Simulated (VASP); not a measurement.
Set up this calculation in VASP 6.6.1, as the native input.

```
Task                   : single point
Functional             : PBE
Potentials or basis    : VASP PAW PBE potentials, release 64 (As)
Cutoff                 : 520 eV
k mesh                 : 16 × 16 × 9
Occupations            : fermi-dirac, width 0.1 eV
Spin                   : no spin polarisation
Dipole correction      : no
Further INCAR settings : ALGO = Normal; EDIFF = 1e-06; NBANDS = 12
```

The structure of As lies in POSCAR:

```
As
1.0
    2.8146363669      0.0000000000      0.0000000000
   -1.4073181835      2.4375465962      0.0000000000
    0.0000000000      0.0000000000      4.4105920774
As
2
Direct
    0.3333333333      0.6666666667      0.2500000000
    0.6666666667      0.3333333333      0.7500000000
```

One way to write it, as run:

INCAR

```
  PREC = Accurate
  ENCUT = 520
  EDIFF = 1E-6
  ISMEAR = -1
  SIGMA = 0.1
  LREAL = False
  LASPH = True
  NELM = 80
  ALGO = Normal
  ISIF = 2
  LWAVE = False
  LCHARG = False
  GGA = PE
  NBANDS = 12
```

KPOINTS

```
Automatic mesh
0
Gamma
  16 16 9
```

Potentials or basis: VASP PAW PBE potentials, release 64 (As).

Launch:

```bash
$ cat potpaw_PBE.64/As/POTCAR > POTCAR
$ mpirun -np 1 vasp_std > vasp.out
```

Results of the run:

| Item | Value |
| --- | --- |
| Pressure | 32.9 GPa |
| Band gap on the k mesh | zero (band 5 reaches 15.14 eV, above the bottom of band 6 at 5.11 eV) |

Run time: 21 s on 1 thread of AMD EPYC 9R45 96-Core Processor (Zen 5), on a shared host, peak memory 0.15 GiB.
